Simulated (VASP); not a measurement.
# Ir12S in VASP: single point with PBE+D3(BJ)

Aim: the single point of Ir12S with PBE+D3(BJ).

All numbers are computed with VASP 6.6.1; they aren't measurements. Logs are shortened: lines on timing, memory, paths and dates and some standing lists are left out, and cuts for length are marked.

## 1. The cell of the first run

The cell holds a slab with vacuum, 13 atoms: a = 5.431 Å, b = 5.431 Å, c = 21.001 Å, α = 90.00°, β = 90.00°, γ = 90.00°.

## 2. Single point, PBE+D3(BJ)

INCAR

```
  PREC = Accurate
  ENCUT = 520
  EDIFF = 1E-7
  ISMEAR = 0
  SIGMA = 0.1
  LREAL = False
  LASPH = True
  NELM = 60
  ALGO = Normal
  ISIF = 2
  LWAVE = False
  LCHARG = False
  LDIPOL = True
  IDIPOL = 3
  DIPOL = 0.5 0.5 0.297
  GGA = PE
  IVDW = 12
  NBANDS = 69
```

KPOINTS

```
Automatic mesh
0
Gamma
  5 5 1
```

POSCAR

```
Ir12S
1.0
    5.4309029918      0.0000000000      0.0000000000
    0.0000000000      5.4309029918      0.0000000000
    0.0000000000      0.0000000000     21.0013955423
Ir S
12 1
Direct
    0.2500000000      0.2500000000      0.1904635333
    0.2500000000      0.7500000000      0.1904635333
    0.7500000000      0.2500000000      0.1904635333
    0.7500000000      0.7500000000      0.1904635333
    0.0000000000      0.0000000000      0.2785823619
    0.0000000000      0.5000000000      0.2785823619
    0.5000000000      0.0000000000      0.2785823619
    0.5000000000      0.5000000000      0.2785823619
    0.2500000000      0.2500000000      0.3667087517
    0.2500000000      0.7500000000      0.3667087517
    0.7500000000      0.2500000000      0.3667087517
    0.7500000000      0.7500000000      0.3667087517
    0.4166666667      0.4166666667      0.5238411667
```

Potentials or basis: VASP PAW PBE potentials, release 64 (Ir, S).

Started as:

```sh
cat potpaw_PBE.64/Ir/POTCAR potpaw_PBE.64/S/POTCAR > POTCAR
mpirun -np 1 vasp_std > vasp.out
```

OUTCAR:

```text
PREC = Accurate
   ENCUT = 520
   EDIFF = 1E-7
   ISMEAR = 0
   LREAL = False
   LASPH = True
   NELM = 60
   ISIF = 2
   GGA = PE
   IVDW = 12
 IVDW          = 12

 ion  position               nearest neighbor table
   1  0.250  0.250  0.190-   5 2.67   6 2.67   7 2.67   8 2.67   2 2.72   3 2.72   2 2.72   3 2.72

   2  0.250  0.750  0.190-   5 2.67   6 2.67   7 2.67   8 2.67   1 2.72   4 2.72   1 2.72   4 2.72

   3  0.750  0.250  0.190-   5 2.67   6 2.67   7 2.67   8 2.67   1 2.72   4 2.72   4 2.72   1 2.72
[... 15 lines left out ...]
  11  0.750  0.250  0.367-   5 2.67   6 2.67   7 2.67   8 2.67   9 2.72  12 2.72  12 2.72   9 2.72

  12  0.750  0.750  0.367-   5 2.67   6 2.67   7 2.67   8 2.67  10 2.72  11 2.72  11 2.72  10 2.72

  13  0.417  0.417  0.524-

  LATTYP: Found a simple tetragonal cell.
 ALAT       =     5.4309029918
 C/A-ratio  =     3.8670172481

  Lattice vectors:

 A1 = (   5.4309029918,   0.0000000000,   0.0000000000)
 A2 = (   0.0000000000,   5.4309029918,   0.0000000000)
 A3 = (   0.0000000000,   0.0000000000,  21.0013955423)

Analysis of symmetry for initial positions (statically):
=====================================================================
 Subroutine PRICEL returns:
 Original cell was already a primitive cell.

 Routine SETGRP: Setting up the symmetry group for a
 simple tetragonal supercell.

 Subroutine GETGRP returns: Found  2 space group operations
 (whereof  2 operations were pure point group operations)
 out of a pool of 16 trial point group operations.

The static configuration has the point symmetry C_1h.

Analysis of symmetry for dynamics (positions and initial velocities):
=====================================================================
 Subroutine PRICEL returns:
 Original cell was already a primitive cell.

 Routine SETGRP: Setting up the symmetry group for a
 simple tetragonal supercell.

 Subroutine GETGRP returns: Found  2 space group operations
 (whereof  2 operations were pure point group operations)
 out of a pool of 16 trial point group operations.

The dynamic configuration has the point symmetry C_1h.

 Subroutine INISYM returns: Found  2 space group operations
 (whereof  2 operations are pure point group operations),
 and found     1 'primitive' translations

----------------------------------------------------------------------------------------

                                     Primitive cell

  volume of cell :     619.4300

  direct lattice vectors                    reciprocal lattice vectors
     5.430902992  0.000000000  0.000000000     0.184131442  0.000000000  0.000000000
     0.000000000  5.430902992  0.000000000     0.000000000  0.184131442  0.000000000
     0.000000000  0.000000000 21.001395542     0.000000000  0.000000000  0.047615883

  length of vectors
     5.430902992  5.430902992 21.001395542     0.184131442  0.184131442  0.047615883

  position of ions in fractional coordinates (direct lattice)
     0.250000000  0.250000000  0.190463533
     0.250000000  0.750000000  0.190463533
     0.750000000  0.250000000  0.190463533
     0.750000000  0.750000000  0.190463533
     0.000000000  0.000000000  0.278582362
     0.000000000  0.500000000  0.278582362
     0.500000000  0.000000000  0.278582362
     0.500000000  0.500000000  0.278582362
     0.250000000  0.250000000  0.366708752
     0.250000000  0.750000000  0.366708752
     0.750000000  0.250000000  0.366708752
     0.750000000  0.750000000  0.366708752
     0.416666667  0.416666667  0.523841167

  ion indices of the primitive-cell ions
   primitive index   ion index
                 1           1
                 2           2
                 3           3
                 4           4
                 5           5
                 6           6
                 7           7
                 8           8
                 9           9
                10          10
                11          11
                12          12
                13          13

----------------------------------------------------------------------------------------

 KPOINTS: Automatic mesh

Automatic generation of k-mesh.
 Grid dimensions read from file:
 generate k-points for:    5    5    1

 Generating k-lattice:

  Cartesian coordinates                     Fractional coordinates (reciprocal lattice)
     0.036826288  0.000000000  0.000000000     0.200000000  0.000000000  0.000000000
     0.000000000  0.036826288  0.000000000     0.000000000  0.200000000  0.000000000
     0.000000000  0.000000000  0.047615883     0.000000000  0.000000000  1.000000000

  Length of vectors
     0.036826288  0.036826288  0.047615883

  Shift w.r.t. Gamma in fractional coordinates (k-lattice)
     0.000000000  0.000000000  0.000000000

 Subroutine IBZKPT returns following result:
 ===========================================

 Found      9 irreducible k-points:

 Following reciprocal coordinates:
            Coordinates               Weight
  0.000000  0.000000  0.000000      1.000000
  0.200000  0.000000  0.000000      4.000000
  0.400000  0.000000  0.000000      4.000000
  0.200000  0.200000  0.000000      2.000000
 -0.200000  0.200000  0.000000      2.000000
  0.400000  0.200000  0.000000      4.000000
 -0.200000  0.400000  0.000000      4.000000
  0.400000  0.400000  0.000000      2.000000
 -0.400000  0.400000  0.000000      2.000000
   k-points           NKPTS =      9   k-points in BZ     NKDIM =      9   number of bands    NBANDS=     69
   number of dos      NEDOS =    301   number of ions     NIONS =     13
   total plane-waves  NPLWV = 256000
   dimension x,y,z NGX =    40 NGY =   40 NGZ =  160
   dimension x,y,z NGXF=    80 NGYF=   80 NGZF=  320
   ions per type =              12   1
   NGX,Y,Z   is equivalent  to a cutoff of  12.24, 12.24, 12.67 a.u.
   NGXF,Y,Z  is equivalent  to a cutoff of  24.49, 24.49, 25.33 a.u.
 SYSTEM =  unknown system
   PREC   = accura    normal or accurate (medium, high low for compatibility)
   ISTART =      0    job   : 0-new  1-cont  2-samecut
   ICHARG =      2    charge: 1-file 2-atom 10-const
   ISPIN  =      1    spin polarized calculation?
   LNONCOLLINEAR =      F non collinear calculations
   LSORBIT =      F    spin-orbit coupling
   LASPH  =      T    aspherical Exc in radial PAW
   ENCUT  =  520.0 eV  38.22 Ry    6.18 a.u.  10.10 10.10 39.05*2*pi/ulx,y,z
   NELM   =     60;   NELMIN=  2; NELMDL= -5     # of ELM steps
   EDIFF  = 0.1E-06   stopping-criterion for ELM
   LREAL  =      F    real-space projection
   EDIFFG = 0.1E-05   stopping-criterion for IOM
   NSW    =      0    number of steps for IOM
   IBRION =     -1    ionic relax: 0-MD 1-quasi-New 2-CG
   NFREE  =      0    steps in history (QN), initial steepest desc. (CG)
   ISIF   =      2    stress and relaxation
   ISYM   =      2    0-nonsym 1-usesym 2-fastsym
   POTIM  = 0.5000    time-step for ionic-motion
   TEBEG  =    0.0;   TEEND  =   0.0 temperature during run
   PSTRESS=    0.0 pullay stress
   NELECT =     114.0000    total number of electrons
   NUPDOWN=      -1.0000    fix difference up-down
   EMIN   =  10.00;   EMAX   =-10.00  energy-range for DOS
   EFERMI =   0.00;   METHOD = LEGACY
   ISMEAR =     0;   SIGMA  =   0.10  broadening in eV -4-tet -1-fermi 0-gaus
   EFERMI_NEDOS =   21; number of points for ismear=-14 and -15
   IALGO  =     38    algorithm
   IMIX   =      4    mixing-type and parameters
     AMIX     =   0.40;   BMIX     =  1.00
     AMIX_MAG =   1.60;   BMIX_MAG =  1.00
  volume/ion in A,a.u.               =      47.65       321.55
  Fermi-wavevector in a.u.,A,eV,Ry     =   0.931206  1.759724 11.798215  0.867144
  Thomas-Fermi vector in A             =   2.057675
   LORBIT       =      0    0 simple, 1 ext, 2 COOP (PROOUT), +10 PAW based schemes
   GGA     = PE    functional components
   LHFCALC =     F    Hartree Fock is set to
   AEXX    =    0.0000 exact exchange contribution
   IVDW    =    12    specifies the selected vdW correction
   LEPSILON=     F    determine dielectric tensor
   LRPA    =     F    only Hartree local field effects (RPA)
 non-spin polarized calculation
 Gauss-broadening in eV      SIGMA  =   0.10
  energy-cutoff  :      520.00
  volume of cell :      619.43
 maximum number of plane-waves:     16712
   NGX = 21   NGY = 21   NGZ = 79

 dipolmoment           0.000000      0.000000     -0.183120 electrons x Angstroem

 number of electron     113.9999983 magnetization

 dipolmoment           0.000000      0.000000      0.233570 electrons x Angstroem

 Free energy of the ion-electron system (eV)
  ---------------------------------------------------
  ext. energy  EPLUGINS =         0.00000000
  ---------------------------------------------------
  free energy    TOTEN  =       -97.38988644 eV

  energy without entropy =      -97.31171827  energy(sigma->0) =      -97.35080236

 E-fermi :  -1.2217     XC(G=0):  -5.3055

 val. band max:       -1.2552025262   @ k =  -0.2000   0.2000   0.0000
 cond. band min:      -1.1700253035   @ k =  -0.4000   0.4000   0.0000
 fundamental gap:      0.0851772227
 Fermi energy:        -1.2216744398

 k-point     1 :       0.0000    0.0000    0.0000
  band No.  band energies     occupation
      1     -11.6098      2.00000
      2     -11.1046      2.00000
      3      -8.6130      2.00000
      4      -8.6124      2.00000
      5      -8.5504      2.00000
      6      -8.3865      2.00000
[... 637 lines left out ...]
     68      -0.2275      0.00000
     69      -0.2139      0.00000

------------------------ aborting loop because EDIFF is reached ----------------------------------------

 vacuum level on the upper side and lower side of the slab       (xc-potential included)         0.606        -0.754

 Edisp (eV)   -5.61489

 E8    (eV) :    -2.7299

  FORCE on cell =-STRESS in cart. coord.  units (eV):
  Direction    XX          YY          ZZ          XY          YZ          ZX
  --------------------------------------------------------------------------------------
  -------------------------------------------------------------------------------------
  Total     -11.09863   -11.09863    -7.12209     0.01747    -0.14038    -0.14038
  in kB     -28.70698   -28.70698   -18.42153     0.04519    -0.36311    -0.36311
  external pressure =      -25.28 kB  Pullay stress =        0.00 kB

 VOLUME and BASIS-vectors are now :
 -----------------------------------------------------------------------------
  energy-cutoff  :      520.00
  volume of cell :      619.43
      direct lattice vectors                 reciprocal lattice vectors
     5.430902992  0.000000000  0.000000000     0.184131442  0.000000000  0.000000000
     0.000000000  5.430902992  0.000000000     0.000000000  0.184131442  0.000000000
     0.000000000  0.000000000 21.001395542     0.000000000  0.000000000  0.047615883

 POSITION                                       TOTAL-FORCE (eV/Angst)
 -----------------------------------------------------------------------------------
      1.35773      1.35773      4.00000        -0.019671     -0.019671      0.028425
      1.35773      4.07318      4.00000        -0.005106      0.012157     -0.036835
      4.07318      1.35773      4.00000         0.012157     -0.005106     -0.036835
      4.07318      4.07318      4.00000        -0.013288     -0.013288     -0.098122
      0.00000      0.00000      5.85062         0.046471      0.046471      0.303530
      0.00000      2.71545      5.85062         0.039203     -0.029916      0.023215
      2.71545      0.00000      5.85062        -0.029916      0.039203      0.023215
      2.71545      2.71545      5.85062        -0.025759     -0.025759     -0.163188
      1.35773      1.35773      7.70140         0.116568      0.116568      0.985684
      1.35773      4.07318      7.70140         0.023936     -0.082234      0.457052
      4.07318      1.35773      7.70140        -0.082234      0.023936      0.457052
      4.07318      4.07318      7.70140        -0.007756     -0.007756      0.226670
      2.26288      2.26288     11.00140        -0.054605     -0.054605     -2.169864
 -----------------------------------------------------------------------------------
    total drift:                                0.000199      0.000199     -0.000216

  FREE ENERGIE OF THE ION-ELECTRON SYSTEM (eV)
  ---------------------------------------------------
  free  energy   TOTEN  =      -103.0047752145 eV

  energy  without entropy=     -102.9266070456  energy(sigma->0) =     -102.96569113

 vacuum level on the upper side and lower side of the slab         5.414         4.018
```

Wall time 14 min (1 thread of Intel Xeon 6975P-C (Granite Rapids), shared host); peak memory 0.7 GiB.

Results:

```yaml
Free_energy: -103.0048 eV
Largest_force: 2.171 eV/Å
Band_gap_on_the_k_mesh: zero (bands 57 and 58 overlap by 1.04 eV)
Dispersion_energy_per_atom: -0.432 eV
```

Forces in eV/Å, atoms in the order of the input:
```
Ir  -0.020 -0.020  0.028
Ir  -0.005  0.012 -0.037
Ir   0.012 -0.005 -0.037
Ir  -0.013 -0.013 -0.098
Ir   0.046  0.046  0.304
Ir   0.039 -0.030  0.023
Ir  -0.030  0.039  0.023
Ir  -0.026 -0.026 -0.163
Ir   0.117  0.117  0.986
Ir   0.024 -0.082  0.457
Ir  -0.082  0.024  0.457
Ir  -0.008 -0.008  0.227
S   -0.055 -0.055 -2.170
```

Levels at points of the mesh, in eV from the Fermi level:
```csv
k point,band 55,band 56,band 57,band 58,band 59,band 60
"(0.00, 0.00, 0.00)",0.36,0.54,0.59,0.65,0.65,0.65
```

Caveat: spin-orbit coupling is left out, which moves the levels of the heavy elements.

The gap in the log of VASP goes by the Fermi energy; the results here count the filled bands.